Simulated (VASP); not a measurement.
# Al3GaN4 (P1) in VASP: single point with r2SCAN

Aim: the single point of Al3GaN4 with r2SCAN.

All numbers are computed with VASP 6.6.1; they aren't measurements. Logs are shortened: lines on timing, memory, paths and dates and some standing lists are left out, and cuts for length are marked.

### 1 The cell of the first run

The typed cell holds 8 atoms: a = 4.401 Å, b = 4.401 Å, c = 4.401 Å, α = 90.00°, β = 90.00°, γ = 90.00°.

### 2 Single point, r2SCAN (atoms moved at random)

Contents of POSCAR:

```
Al3GaN4
1.0
    4.4012372935      0.0000000000      0.0000000000
    0.0000000000      4.4012372935      0.0000000000
    0.0000000000      0.0000000000      4.4012372935
Al Ga N
3 1 4
Direct
    0.5059904007      0.4673861213     -0.0129588172
    0.4185604333      0.0732878645      0.4994135139
   -0.0259475037      0.5168449099      0.5169064293
   -0.0754344069      0.1010249522      0.0674759719
    0.7688130972      0.6559608579      0.1801045824
    0.8016719075      0.2495726798      0.6046510938
    0.2466593538      0.5902016402      0.8151875049
    0.3596867181      0.3457209742      0.3292197211
```

Contents of INCAR.step1:

```
SYSTEM = Al3GaN4
PREC = Accurate
ENCUT = 520
ISMEAR = 0
SIGMA = 0.05
LREAL = .False.
LASPH = .True.
NELM = 60
NBANDS = 31
GGA = PE
ALGO = Normal
EDIFF = 1E-4
LWAVE = .True.
LCHARG = .False.
```

Contents of INCAR.step2:

```
SYSTEM = Al3GaN4
PREC = Accurate
ENCUT = 520
EDIFF = 1E-7
ISMEAR = 0
SIGMA = 0.05
LREAL = .False.
LASPH = .True.
NELM = 60
ALGO = Normal
ISIF = 2
LWAVE = .False.
LCHARG = .False.
METAGGA = R2SCAN
LMIXTAU = .True.
NBANDS = 31
ISTART = 1
```

Contents of KPOINTS:

```
regular mesh
0
Gamma
  6 6 6
  0 0 0
```

Potentials or basis: VASP PAW PBE potentials, release 64 (Al, Ga_d, N).

The run is started by

```sh
cat potpaw_PBE.64/Al/POTCAR potpaw_PBE.64/Ga_d/POTCAR potpaw_PBE.64/N/POTCAR > POTCAR
cp INCAR.step1 INCAR
mpirun -np 1 vasp_std > vasp.out
cp INCAR.step2 INCAR
mpirun -np 1 vasp_std > vasp.out
```

OUTCAR:

```text
SYSTEM = Al3GaN4
   PREC = Accurate
   ENCUT = 520
   EDIFF = 1E-7
   ISMEAR = 0
   LREAL = .False.
   LASPH = .True.
   NELM = 60
   ISIF = 2
   METAGGA = R2SCAN
   ISTART = 1

 ion  position               nearest neighbor table
   1  0.506  0.467  0.987-   7 1.47   5 1.66   8 1.72   6 2.33   4 2.47   2 2.79   2 2.87   3 2.93
                             4 3.05   3 3.12   3 3.13   3 3.31
   2  0.419  0.073  0.499-   8 1.44   6 1.91   3 2.76   1 2.79   1 2.87   4 2.89   4 2.93   3 3.13
                             3 3.14
   3  0.974  0.517  0.517-   6 1.45   7 1.81   5 1.84   8 2.03   4 2.70   2 2.76   1 2.93   4 3.04
                             1 3.12   2 3.13   1 3.13   2 3.14   1 3.31
   4  0.925  0.101  0.067-   5 2.13   6 2.21   1 2.47   3 2.70   2 2.89   2 2.93   3 3.04   1 3.05

   5  0.769  0.656  0.180-   1 1.66   3 1.84   4 2.13
   6  0.802  0.250  0.605-   3 1.45   2 1.91   4 2.21   1 2.33
   7  0.247  0.590  0.815-   1 1.47   3 1.81
   8  0.360  0.346  0.329-   2 1.44   1 1.72   3 2.03

  LATTYP: Found a simple cubic cell.
 ALAT       =     4.4012372935

  Lattice vectors:

 A1 = (   4.4012372935,   0.0000000000,   0.0000000000)
 A2 = (   0.0000000000,   4.4012372935,   0.0000000000)
 A3 = (   0.0000000000,   0.0000000000,   4.4012372935)

Analysis of symmetry for initial positions (statically):
=====================================================================
 Subroutine PRICEL returns:
 Original cell was already a primitive cell.

 Routine SETGRP: Setting up the symmetry group for a
 simple cubic supercell.

 Subroutine GETGRP returns: Found  1 space group operations
 (whereof  1 operations were pure point group operations)
 out of a pool of 48 trial point group operations.

The static configuration has the point symmetry C_1 .

Analysis of symmetry for dynamics (positions and initial velocities):
=====================================================================
 Subroutine PRICEL returns:
 Original cell was already a primitive cell.

 Routine SETGRP: Setting up the symmetry group for a
 simple cubic supercell.

 Subroutine GETGRP returns: Found  1 space group operations
 (whereof  1 operations were pure point group operations)
 out of a pool of 48 trial point group operations.

The dynamic configuration has the point symmetry C_1 .

 Subroutine INISYM returns: Found  1 space group operations
 (whereof  1 operations are pure point group operations),
 and found     1 'primitive' translations

[... 113 lines left out ...]
   ISYM   =      2    0-nonsym 1-usesym 2-fastsym
   POTIM  = 0.5000    time-step for ionic-motion
   TEBEG  =    0.0;   TEEND  =   0.0 temperature during run
   PSTRESS=    0.0 pullay stress
   NELECT =      42.0000    total number of electrons
   NUPDOWN=      -1.0000    fix difference up-down
   EMIN   =  10.00;   EMAX   =-10.00  energy-range for DOS
   EFERMI =   0.00;   METHOD = LEGACY
   ISMEAR =     0;   SIGMA  =   0.05  broadening in eV -4-tet -1-fermi 0-gaus
   EFERMI_NEDOS =   21; number of points for ismear=-14 and -15
   IALGO  =     38    algorithm
   IMIX   =      4    mixing-type and parameters
     AMIX     =   0.40;   BMIX     =  1.00
     AMIX_MAG =   1.60;   BMIX_MAG =  1.00
  volume/ion in A,a.u.               =      10.66        71.92
  Fermi-wavevector in a.u.,A,eV,Ry     =   1.292954  2.443329 22.745275  1.671731
  Thomas-Fermi vector in A             =   2.424630
   LORBIT       =      0    0 simple, 1 ext, 2 COOP (PROOUT), +10 PAW based schemes
   METAGGA = R2SCAN    functional components
   LHFCALC =     F    Hartree Fock is set to
   AEXX    =    0.0000 exact exchange contribution
   IVDW    =     0    specifies the selected vdW correction
   LEPSILON=     F    determine dielectric tensor
   LRPA    =     F    only Hartree local field effects (RPA)
 non-spin polarized calculation
 Gauss-broadening in eV      SIGMA  =   0.05
  energy-cutoff  :      520.00
  volume of cell :       85.26
 maximum number of plane-waves:      2320
 NGX is ok and might be reduce to    36
   NGX = 17   NGY = 17   NGZ = 17

 number of electron      42.0000002 magnetization

 Free energy of the ion-electron system (eV)
  ---------------------------------------------------
  ext. energy  EPLUGINS =         0.00000000
  ---------------------------------------------------
  free energy    TOTEN  =       -60.09892928 eV

  energy without entropy =      -60.09823341  energy(sigma->0) =      -60.09858134

 E-fermi :   7.0163     XC(G=0): -11.7854

 val. band max:        6.9962435896   @ k =   0.5000   0.5000   0.0000
 cond. band min:       7.0642243272   @ k =  -0.3333   0.5000   0.3333
 fundamental gap:      0.0679807376
 Fermi energy:         7.0163175216

 k-point     1 :       0.0000    0.0000    0.0000
  band No.  band energies     occupation
      1     -11.1492      2.00000
      2      -9.1354      2.00000
      3      -9.0016      2.00000
      4      -8.8687      2.00000
      5      -8.8434      2.00000
      6      -8.7656      2.00000
[... 805 lines left out ...]
     30      16.1518      0.00000
     31      17.1313      0.00000

 [... further k-points ...]

------------------------ aborting loop because EDIFF is reached ----------------------------------------

  FORCE on cell =-STRESS in cart. coord.  units (eV):
  Direction    XX          YY          ZZ          XY          YZ          ZX
  --------------------------------------------------------------------------------------
  -------------------------------------------------------------------------------------
  Total       34.2134975     36.2061095     25.0071556      2.2551613    -20.1091037     11.4473322
  in kB      642.9596255    680.4059304    469.9487798     42.3802816   -377.9017849    215.1248187
  external PRESSURE =     597.7714452 kB  Pullay stress =       0.0000000 kB

 VOLUME and BASIS-vectors are now :
 -----------------------------------------------------------------------------
  energy-cutoff  :      520.00
  volume of cell :       85.26
      direct lattice vectors                 reciprocal lattice vectors
     4.401237294  0.000000000  0.000000000     0.227208835  0.000000000  0.000000000
     0.000000000  4.401237294  0.000000000     0.000000000  0.227208835  0.000000000
     0.000000000  0.000000000  4.401237294     0.000000000  0.000000000  0.227208835

 POSITION                                       TOTAL-FORCE (eV/Angst)
 -----------------------------------------------------------------------------------
      2.22698      2.05708      4.34420         7.949159     -3.744954      3.896858
      1.84218      0.32256      2.19804         5.106369    -16.463481     10.359653
      4.28704      2.27476      2.27503        10.280846     13.724150     -4.925563
      4.06923      0.44463      0.29698         1.456829     -2.233255     -0.721206
      3.38373      2.88704      0.79268         4.072899      5.852543      2.521188
      3.52835      1.09843      2.66121       -10.075994    -16.852410      8.579365
      1.08561      2.59762      3.58783       -10.615939      8.908965     -9.577645
      1.58307      1.52160      1.44897        -8.174168     10.808441    -10.132651
 -----------------------------------------------------------------------------------
    total drift:                                0.002123     -0.003643      0.002516

  FREE ENERGIE OF THE ION-ELECTRON SYSTEM (eV)
  ---------------------------------------------------
  free  energy   TOTEN  =       -60.0989292770 eV

  energy  without entropy=      -60.0982334110  energy(sigma->0) =      -60.09858134
```

OUTCAR.step1:

```text
SYSTEM = Al3GaN4
   PREC = Accurate
   ENCUT = 520
   ISMEAR = 0
   LREAL = .False.
   LASPH = .True.
   NELM = 60
[... 1064 lines left out ...]
      3.52835      1.09843      2.66121        -9.882060    -16.575891      8.161801
      1.08561      2.59762      3.58783       -10.630181      8.684643     -9.277865
      1.58307      1.52160      1.44897        -7.749688     11.136516     -9.710706
 -----------------------------------------------------------------------------------
    total drift:                                0.004573     -0.002331     -0.002315

  FREE ENERGIE OF THE ION-ELECTRON SYSTEM (eV)
  ---------------------------------------------------
  free  energy   TOTEN  =       -38.2251836574 eV

  energy  without entropy=      -38.2240439580  energy(sigma->0) =      -38.22461381
```

Wall time 16 min (1 thread of Oxide Virtual Turin-like, shared host); peak memory 0.36 GiB.

Results:

| Property | Result |
| --- | --- |
| Free energy | -60.0989 eV |
| Pressure | 59.8 GPa |
| Largest force | 21.427 eV/Å |
| Band gap on the k mesh | zero (bands 21 and 22 overlap by 0.17 eV) |

Forces on the atoms (eV/Å):
```
Al    7.949  -3.745   3.897
Al    5.106 -16.463  10.360
Al   10.281  13.724  -4.926
Ga    1.457  -2.233  -0.721
N     4.073   5.853   2.521
N   -10.076 -16.852   8.579
N   -10.616   8.909  -9.578
N    -8.174  10.808 -10.133
```

Stress tensor (GPa, compression positive):
```
 64.30   4.24  21.51
  4.24  68.04 -37.79
 21.51 -37.79  46.99
```

Levels at points of the mesh, in eV from the Fermi level:
| k point | band 18 | band 19 | band 20 | band 21 | band 22 | band 23 | band 24 | band 25 |
| --- | --- | --- | --- | --- | --- | --- | --- | --- |
| (0.00, 0.00, 0.00) | -2.36 | -2.19 | -1.39 | -0.73 | 0.13 | 1.36 | 3.21 | 3.57 |
| (0.50, 0.00, 0.00) | -2.75 | -1.99 | -1.12 | -0.53 | -0.12 | 1.74 | 3.43 | 3.96 |
| (0.00, 0.50, 0.00) | -2.60 | -2.23 | -1.15 | -0.31 | 1.60 | 2.83 | 3.20 | 4.97 |
| (0.00, 0.00, 0.50) | -2.40 | -1.79 | -1.01 | -0.79 | 1.78 | 1.83 | 3.04 | 4.18 |
| (0.50, 0.50, 0.00) | -2.28 | -2.09 | -1.09 | -0.02 | 1.62 | 2.73 | 3.82 | 4.55 |
| (0.00, 0.50, 0.50) | -2.55 | -1.93 | -1.08 | -0.24 | 2.46 | 2.71 | 4.18 | 4.61 |
| (0.50, 0.00, 0.50) | -2.72 | -2.02 | -1.49 | -0.35 | 0.87 | 1.80 | 2.46 | 4.64 |
| (0.50, 0.50, 0.50) | -2.05 | -1.52 | -0.88 | -0.21 | 1.34 | 2.65 | 3.11 | 4.79 |

Caveat: the cell differs from its parent crystal (atoms moved at random); the stress differs along the axes, from 47 to 68 GPa; semilocal functionals underestimate gaps, and a narrow one can read as zero; the PAW data sets were made with another functional, which shifts forces and pressure a little.

The gap in the log of VASP goes by the Fermi energy; the results here count the filled bands.